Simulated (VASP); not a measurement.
A run of VASP 6.6.1:

File INCAR:

```
SYSTEM = Co
ALGO = Normal ; EDIFF = 1E-6
ENCUT = 520 ; GGA = PS
ISIF = 2 ; ISMEAR = 0
ISPIN = 2 ; LASPH = .True.
LCHARG = .False. ; LMAXMIX = 4
LORBIT = 11 ; LREAL = .False.
LWAVE = .False. ; MAGMOM = 1.79 1.79
NBANDS = 20 ; NELM = 150
PREC = Accurate ; SIGMA = 0.15
```

The input KPOINTS:

```
k-points
0
Gamma
  21 21 12
  0 0 0
```

File POSCAR:

```
Co
1.0
    2.4801000000      0.0000000000      0.0000000000
   -1.2400500000      2.1478296039      0.0000000000
    0.0000000000      0.0000000000      4.1260000000
Co
2
Direct
    0.3333333333      0.6666666667      0.2500000000
    0.6666666667      0.3333333333      0.7500000000
```

Potentials or basis: VASP PAW PBE potentials, release 64 (Co).

Launch:

```sh
$ cat potpaw_PBE.64/Co/POTCAR > POTCAR
$ mpirun -np 1 vasp_std > vasp.out
```

Hardware: 1 thread of Intel(R) Xeon(R) 6975P-C (Granite Rapids) (shared host).

Question: How long does it take, and how much memory?

Answer: Run time: 100 s on 1 thread of Intel(R) Xeon(R) 6975P-C (Granite Rapids) (shared host), peak memory 0.3 GiB. Counts: scf iterations 14, k points 336.
